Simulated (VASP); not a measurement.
# Si8N in VASP: notebook

The runs below take Si8N through single point, with PBE.

Everything below comes from runs of VASP 6.6.1. Logs are shortened: lines on timing, memory, paths and dates and some standing lists are left out, and cuts for length are marked.

### 1 The cell of the first run

The cell holds a slab with vacuum, 9 atoms: a = 3.851 Å, b = 6.365 Å, c = 19.753 Å, α = 90.00°, β = 90.00°, γ = 90.00°.

### 2 Single point, PBE, collinear spin, ferromagnetic start

Contents of INCAR:

```
ALGO = Normal
DIPOL = 0.5 0.5 0.331
EDIFF = 1E-6
ENCUT = 520
GGA = PE
GGA_COMPAT = F
IDIPOL = 3
ISIF = 2
ISMEAR = 0
ISPIN = 2
LASPH = T
LCHARG = F
LDIPOL = T
LORBIT = 11
LREAL = F
LWAVE = F
MAGMOM = 0 0 0 0 0 0 0 0 3
NBANDS = 32
NELM = 200
NELMDL = -8
PREC = Accurate
SIGMA = 0.05
```

Contents of KPOINTS:

```
k-points
0
Gamma
  7 4 1
```

Contents of POSCAR:

```
Si8N
1.0
    3.8510822285      0.0000000000      0.0000000000
    0.0000000000      6.3646810443      0.0000000000
    0.0000000000      0.0000000000     19.7525435318
Si N
8 1
Direct
    0.0000000000      0.9370679282      0.2025055656
    0.0000000000      0.5629320718      0.2025055656
    0.5000000000      0.4370679282      0.2587875163
    0.5000000000      0.0629320718      0.2587875163
    0.5000000000      0.9333044702      0.3720589482
    0.5000000000      0.5666955298      0.3720589482
    0.0000000000      0.4259907587      0.4177964989
    0.0000000000      0.0740092413      0.4177964989
    0.1666666667      1.2593240921      0.4755710209
```

Potentials or basis: VASP PAW PBE potentials, release 64 (Si, N).

Run with:

```console
> cat potpaw_PBE.64/Si/POTCAR potpaw_PBE.64/N/POTCAR > POTCAR
> mpirun -np 1 vasp_std > vasp.out
```

OUTCAR:

```text
EDIFF = 1E-6
   ENCUT = 520
   GGA = PE
   ISIF = 2
   ISMEAR = 0
   ISPIN = 2
   LASPH = T
   LORBIT = 11
   LREAL = F
   NELM = 200
   NELMDL = -8
   PREC = Accurate

 ion  position               nearest neighbor table
   1  0.000  0.937  0.203-   4 2.36   4 2.36   2 2.38
   2  0.000  0.563  0.203-   3 2.36   3 2.36   1 2.38
   3  0.500  0.437  0.259-   2 2.36   2 2.36   4 2.38   6 2.38
   4  0.500  0.063  0.259-   1 2.36   1 2.36   3 2.38   5 2.38
   5  0.500  0.933  0.372-   8 2.31   8 2.31   6 2.33   4 2.38
   6  0.500  0.567  0.372-   7 2.31   7 2.31   5 2.33   3 2.38
   7  0.000  0.426  0.418-   9 1.69   8 2.24   6 2.31   6 2.31
   8  0.000  0.074  0.418-   9 1.76   7 2.24   5 2.31   5 2.31
   9  0.167  0.259  0.476-   7 1.69   8 1.76

  LATTYP: Found a simple orthorhombic cell.
 ALAT       =     3.8510822285
 B/A-ratio  =     1.6526993366
 C/A-ratio  =     5.1290890092

  Lattice vectors:

 A1 = (   3.8510822285,   0.0000000000,   0.0000000000)
 A2 = (   0.0000000000,   6.3646810443,   0.0000000000)
 A3 = (   0.0000000000,   0.0000000000,  19.7525435318)

Analysis of symmetry for initial positions (statically):
=====================================================================
 Subroutine PRICEL returns:
 Original cell was already a primitive cell.

 Routine SETGRP: Setting up the symmetry group for a
 simple orthorhombic supercell.

 Subroutine GETGRP returns: Found  1 space group operations
 (whereof  1 operations were pure point group operations)
 out of a pool of  8 trial point group operations.

The static configuration has the point symmetry C_1 .

Analysis of symmetry for dynamics (positions and initial velocities):
=====================================================================
 Subroutine PRICEL returns:
 Original cell was already a primitive cell.

 Routine SETGRP: Setting up the symmetry group for a
 simple orthorhombic supercell.

 Subroutine GETGRP returns: Found  1 space group operations
 (whereof  1 operations were pure point group operations)
 out of a pool of  8 trial point group operations.

The dynamic configuration has the point symmetry C_1 .

Analysis of structural, dynamic, and magnetic symmetry:
=====================================================================
 Subroutine PRICEL returns:
 Original cell was already a primitive cell.

 Routine SETGRP: Setting up the symmetry group for a
 simple orthorhombic supercell.

 Subroutine GETGRP returns: Found  1 space group operations
 (whereof  1 operations were pure point group operations)
 out of a pool of  8 trial point group operations.

The overall configuration has the point symmetry C_1 .

 Subroutine INISYM returns: Found  1 space group operations
 (whereof  1 operations are pure point group operations),
 and found     1 'primitive' translations

----------------------------------------------------------------------------------------

                                     Primitive cell

  volume of cell :     484.1528

  direct lattice vectors                    reciprocal lattice vectors
     3.851082229  0.000000000  0.000000000     0.259667268  0.000000000  0.000000000
     0.000000000  6.364681044  0.000000000     0.000000000  0.157117064  0.000000000
     0.000000000  0.000000000 19.752543532     0.000000000  0.000000000  0.050626391

  length of vectors
     3.851082229  6.364681044 19.752543532     0.259667268  0.157117064  0.050626391

  position of ions in fractional coordinates (direct lattice)
     0.000000000  0.937067928  0.202505566
     0.000000000  0.562932072  0.202505566
     0.500000000  0.437067928  0.258787516
     0.500000000  0.062932072  0.258787516
     0.500000000  0.933304470  0.372058948
     0.500000000  0.566695530  0.372058948
[... 65 lines left out ...]
   NGX,Y,Z   is equivalent  to a cutoff of  12.95, 12.54, 12.62 a.u.
   NGXF,Y,Z  is equivalent  to a cutoff of  25.90, 25.08, 25.25 a.u.
 SYSTEM =  unknown system
   PREC   = accura    normal or accurate (medium, high low for compatibility)
   ISTART =      0    job   : 0-new  1-cont  2-samecut
   ICHARG =      2    charge: 1-file 2-atom 10-const
   ISPIN  =      2    spin polarized calculation?
   LNONCOLLINEAR =      F non collinear calculations
   LSORBIT =      F    spin-orbit coupling
   LASPH  =      T    aspherical Exc in radial PAW
   ENCUT  =  520.0 eV  38.22 Ry    6.18 a.u.   7.16 11.83 36.73*2*pi/ulx,y,z
   NELM   =    200;   NELMIN=  2; NELMDL= -8     # of ELM steps
   EDIFF  = 0.1E-05   stopping-criterion for ELM
   LREAL  =      F    real-space projection
   EDIFFG = 0.1E-04   stopping-criterion for IOM
   NSW    =      0    number of steps for IOM
   IBRION =     -1    ionic relax: 0-MD 1-quasi-New 2-CG
   NFREE  =      0    steps in history (QN), initial steepest desc. (CG)
   ISIF   =      2    stress and relaxation
   ISYM   =      2    0-nonsym 1-usesym 2-fastsym
   POTIM  = 0.5000    time-step for ionic-motion
   TEBEG  =    0.0;   TEEND  =   0.0 temperature during run
   PSTRESS=    0.0 pullay stress
   NELECT =      37.0000    total number of electrons
   NUPDOWN=      -1.0000    fix difference up-down
   EMIN   =  10.00;   EMAX   =-10.00  energy-range for DOS
   EFERMI =   0.00;   METHOD = LEGACY
   ISMEAR =     0;   SIGMA  =   0.05  broadening in eV -4-tet -1-fermi 0-gaus
   EFERMI_NEDOS =   21; number of points for ismear=-14 and -15
   IALGO  =     38    algorithm
   IMIX   =      4    mixing-type and parameters
     AMIX     =   0.40;   BMIX     =  1.00
     AMIX_MAG =   1.60;   BMIX_MAG =  1.00
  volume/ion in A,a.u.               =      53.79       363.02
  Fermi-wavevector in a.u.,A,eV,Ry     =   0.694728  1.312845  6.566804  0.482647
  Thomas-Fermi vector in A             =   1.777302
   LORBIT       =     11    0 simple, 1 ext, 2 COOP (PROOUT), +10 PAW based schemes
   GGA     = PE    functional components
   LHFCALC =     F    Hartree Fock is set to
   AEXX    =    0.0000 exact exchange contribution
   IVDW    =     0    specifies the selected vdW correction
   LEPSILON=     F    determine dielectric tensor
   LRPA    =     F    only Hartree local field effects (RPA)
 spin polarized calculation
 Gauss-broadening in eV      SIGMA  =   0.05
  energy-cutoff  :      520.00
  volume of cell :      484.15
 maximum number of plane-waves:     13082
 NGX is ok and might be reduce to    30
   NGX = 15   NGY = 23   NGZ = 73

 dipolmoment           0.000000      0.000000     -0.236229 electrons x Angstroem

 number of electron      37.0000000 magnetization      -0.0000278

 number of electron      37.0000000 magnetization       0.0002734

 dipolmoment           0.000000      0.000000      0.103108 electrons x Angstroem

 Free energy of the ion-electron system (eV)
  ---------------------------------------------------
  ext. energy  EPLUGINS =         0.00000000
  ---------------------------------------------------
  free energy    TOTEN  =       -46.99436745 eV

  energy without entropy =      -46.99070868  energy(sigma->0) =      -46.99253806

 E-fermi :  -1.4317     XC(G=0):  -3.9926

 val. band max:       -1.5335043957   @ k =   0.2857   0.5000   0.0000
 cond. band min:      -1.4102578463   @ k =   0.2857   0.0000   0.0000
 fundamental gap:      0.1232465495
 Fermi energy:        -1.4316997999

 spin component 1

 k-point     1 :       0.0000    0.0000    0.0000
  band No.  band energies     occupation
      1     -17.2052      1.00000
      2     -12.6573      1.00000
      3     -11.2575      1.00000
      4     -10.8279      1.00000
      5      -9.4393      1.00000
      6      -8.1759      1.00000
[... 484 lines left out ...]
     29       3.2723      0.00000
     30       3.8966      0.00000
 Fermi energy:        -1.4316997999

 spin component 2

 k-point     1 :       0.0000    0.0000    0.0000
  band No.  band energies     occupation
      1     -17.2051      1.00000
      2     -12.6572      1.00000
      3     -11.2574      1.00000
      4     -10.8279      1.00000
      5      -9.4393      1.00000
      6      -8.1759      1.00000
[... 484 lines left out ...]
     29       3.2724      0.00000
     30       3.8968      0.00000
 [bands above 30 left out]

------------------------ aborting loop because EDIFF is reached ----------------------------------------

 vacuum level on the upper side and lower side of the slab       (xc-potential included)         0.372        -0.369

  FORCE on cell =-STRESS in cart. coord.  units (eV):
  Direction    XX          YY          ZZ          XY          YZ          ZX
  --------------------------------------------------------------------------------------
  -------------------------------------------------------------------------------------
  Total        0.8823734      2.9809484      0.0154858     -0.6121552     -1.4853519     -0.9806022
  in kB        2.9199842      9.8646703      0.0512462     -2.0257677     -4.9153841     -3.2450469
  external PRESSURE =       4.2786336 kB  Pullay stress =       0.0000000 kB

 VOLUME and BASIS-vectors are now :
 -----------------------------------------------------------------------------
  energy-cutoff  :      520.00
  volume of cell :      484.15
      direct lattice vectors                 reciprocal lattice vectors
     3.851082229  0.000000000  0.000000000     0.259667268  0.000000000  0.000000000
     0.000000000  6.364681044  0.000000000     0.000000000  0.157117064  0.000000000
     0.000000000  0.000000000 19.752543532     0.000000000  0.000000000  0.050626391

 POSITION                                       TOTAL-FORCE (eV/Angst)
 -----------------------------------------------------------------------------------
      0.00000      5.96414      4.00000        -0.011525     -0.752550      0.582013
      0.00000      3.58288      4.00000        -0.010036      0.767402      0.599988
      1.92554      2.78180      5.11171         0.031790      0.030331     -0.696509
      1.92554      0.40054      5.11171         0.035172     -0.019235     -0.722790
      1.92554      5.94019      7.34911        -0.237062     -0.165517     -0.259833
      1.92554      3.60684      7.34911        -0.256518      0.254534     -0.366412
      0.00000      2.71130      8.25254         0.531161      2.074157     -0.098603
      0.00000      0.47105      8.25254         1.062791     -1.043614      0.921379
      0.64185      1.65052      9.39374        -1.145774     -1.145508      0.040766
 -----------------------------------------------------------------------------------
    total drift:                               -0.000075     -0.000081     -0.000196

  FREE ENERGIE OF THE ION-ELECTRON SYSTEM (eV)
  ---------------------------------------------------
  free  energy   TOTEN  =       -46.9943674456 eV

  energy  without entropy=      -46.9907086753  energy(sigma->0) =      -46.99253806

 vacuum level on the upper side and lower side of the slab         4.144         3.380

 total charge

# of ion       s       p       d       tot
------------------------------------------
    1        0.791   0.837   0.000   1.628
    2        0.792   0.836   0.000   1.628
    3        0.761   0.890   0.000   1.651
    4        0.762   0.888   0.000   1.651
    5        0.768   0.931   0.000   1.700
    6        0.770   0.933   0.000   1.703
    7        0.765   0.960   0.000   1.726
    8        0.761   0.928   0.000   1.689
    9        1.304   2.383   0.000   3.687
--------------------------------------------------
tot          7.475   9.586   0.000  17.061

 magnetization (x)

# of ion       s       p       d       tot
------------------------------------------
    1       -0.000   0.000   0.000  -0.000
    2       -0.000  -0.000   0.000  -0.000
    3        0.000   0.000   0.000   0.000
    4        0.000   0.000   0.000   0.000
    5       -0.000   0.000   0.000   0.000
    6       -0.000   0.000   0.000   0.000
    7        0.000   0.000   0.000   0.000
    8        0.000   0.000   0.000   0.000
    9        0.000   0.000   0.000   0.000
--------------------------------------------------
tot          0.000   0.000   0.000   0.000
```

Run time: 12 min. Hardware: 1 thread of AMD EPYC 9R45 (Zen 5), shared host; peak memory 0.82 GiB.

Results:

```
Free energy                                           : -46.9944 eV
Largest force                                         : 2.143 eV/Å
Net moment                                            : 0.00 μB per cell
Valence electrons inside the program's atomic spheres : Si 1.63, 1.65, 1.70, 1.73, 1.69 (each value once); N 3.69
```

Forces in eV/Å, atoms in the order of the input:
```
Si  -0.012 -0.753  0.582
Si  -0.010  0.767  0.600
Si   0.032  0.030 -0.697
Si   0.035 -0.019 -0.723
Si  -0.237 -0.166 -0.260
Si  -0.257  0.255 -0.366
Si   0.531  2.074 -0.099
Si   1.063 -1.044  0.921
N   -1.146 -1.146  0.041
```

### 3 Single point, PBE, collinear spin, ferromagnetic start

Contents of INCAR:

```
PREC = Accurate
ENCUT = 520
EDIFF = 1E-6
ISMEAR = 0
SIGMA = 0.05
LREAL = False
LASPH = True
NELM = 200
ALGO = Normal
ISIF = 2
LWAVE = False
LCHARG = True
ISPIN = 2
MAGMOM = 0 0 0 0 0 0 0 0 3
LORBIT = 11
LDIPOL = True
IDIPOL = 3
DIPOL = 0.5 0.5 0.328
GGA = PE
LELF = True
LVHAR = True
LVACPOTAV = True
NBANDS = 32
GGA_COMPAT = False
NELMDL = -8
```

Contents of KPOINTS:

```
Automatic mesh
0
Gamma
  7 4 1
```

POSCAR: that of step 2 with these lines changed.

```diff
@@ -16,2 +16,2 @@
     0.0000000000      0.0740092413      0.4177964989
-    0.1666666667      1.2593240921      0.4755710209
+    0.5000000000      0.4259907587      0.4466848548
```

Potentials or basis: VASP PAW PBE potentials, release 64 (Si, N).

Run with:

```console
> cat potpaw_PBE.64/Si/POTCAR potpaw_PBE.64/N/POTCAR > POTCAR
> mpirun -np 1 vasp_std > vasp.out
```

It took 18 min on 1 thread of Oxide Virtual Turin-like, shared host; peak memory 0.78 GiB.

The run converged. Its results:

```
Free energy                                           : -46.2667 eV
Largest force                                         : 2.667 eV/Å
Net moment                                            : 0.59 μB per cell
Site moments                                          : Si -0.03, +0.08, +0.01, +0.02, -0.00 (each value once); N +0.03 μB
Valence electrons inside the program's atomic spheres : Si 1.63, 1.66, 1.65, 1.70, 1.59, 1.68 (each value once); N 3.67
```

Forces on the atoms (eV/Å):
```
Si   0.000 -0.641  0.505
Si   0.000  0.558  0.556
Si   0.000 -0.043 -0.471
Si   0.000  0.024 -0.650
Si   0.000  0.042  0.027
Si   0.000  1.843 -1.928
Si   0.000 -1.138  1.862
Si   0.000 -0.842 -0.040
N    0.000  0.198  0.139
```

Levels at points of the mesh, in eV from the Fermi level:
Spin up:
```
           k point  band 16  band 17  band 18  band 19  band 20  band 21  band 22  band 23
(0.00, 0.00, 0.00)    -0.62    -0.36    -0.10     0.16     0.85     1.07     1.72     2.10
(0.00, 0.50, 0.00)    -1.02    -0.97    -0.60    -0.01     0.97     1.18     1.67     2.24
```
Spin down:
```tsv
k point	band 16	band 17	band 18	band 19	band 20	band 21
(0.00, 0.00, 0.00)	-0.53	-0.33	-0.04	0.46	0.91	1.15
(0.00, 0.50, 0.00)	-0.99	-0.90	-0.42	0.17	1.08	1.26
```

Caveat: a moment this small can come from the mesh or the smearing.
